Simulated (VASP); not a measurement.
Wanted: the native input for a VASP 6.6.1 run.

* Task: relaxation of cell and atoms
* Functional: PBE
* Potentials or basis: VASP PAW PBE potentials, release 64 (Si)
* Cutoff: 600 eV
* k mesh: 10 × 10 × 10
* Occupations: gaussian, width 0.1 eV
* Spin: no spin polarisation
* Dipole correction: no
* Further INCAR settings: ALGO = Normal; EDIFF = 1e-06; IBRION = 2; EDIFFG = -0.01; NSW = 100; ISIF = 3

The structure of Si lies in POSCAR:

```
Si
1.0
   -3.5885150029      3.5885150029      2.1014313821
    3.5885150029     -3.5885150029      2.1014313821
    3.5885150029      3.5885150029     -2.1014313821
Si
6
Direct
    0.5000000000      0.5000000000      0.0000000000
    0.2500000000      0.7500000000      0.5000000000
    0.8368180629      0.6250000000      0.7118180629
    0.9131819371      0.1250000000      0.2881819371
    0.3750000000      0.1631819371      0.2881819371
    0.8750000000      0.0868180629      0.7118180629
```

The cell was built from a structure type or drawn by symmetry, and may not be a known phase.

One way to write it, as run:

INCAR

```
SYSTEM = Si
ALGO = Normal
EDIFF = 1E-6
EDIFFG = -0.01
ENCUT = 600
GGA = PE
IBRION = 2
ISIF = 3
ISMEAR = 0
LASPH = .TRUE.
LCHARG = .FALSE.
LREAL = .FALSE.
LWAVE = .FALSE.
NELM = 80
NSW = 100
PREC = Accurate
SIGMA = 0.1
```

KPOINTS

```
k-points
0
G
  10 10 10
  0 0 0
```

Potentials or basis: VASP PAW PBE potentials, release 64 (Si).

Launch:

```bash
$ cat potpaw_PBE.64/Si/POTCAR > POTCAR
$ mpirun -np 1 vasp_std > vasp.out
```

Results of the run:

* Relaxed volume: 18.01 Å³/atom
* Relaxed cell: a = 5.492 Å, b = 5.492 Å, c = 5.492 Å, α = 98.37°, β = 98.37°, γ = 135.14°
* Space group after relaxing (to 0.1 Å): I4_122 (No. 98)
* Energy gained by relaxing: 0.1 meV/atom
* Ionic steps: 4
* Pressure after relaxing: 0.0 GPa
* Largest force after relaxing: 0.005 eV/Å
* Band gap on the k mesh: zero (bands 12 and 13 overlap by 2.39 eV)

Run time: 4.5 min on 1 thread of AMD EPYC 9R45 96-Core Processor (Zen 5), with other jobs on the host, peak memory 0.38 GiB.
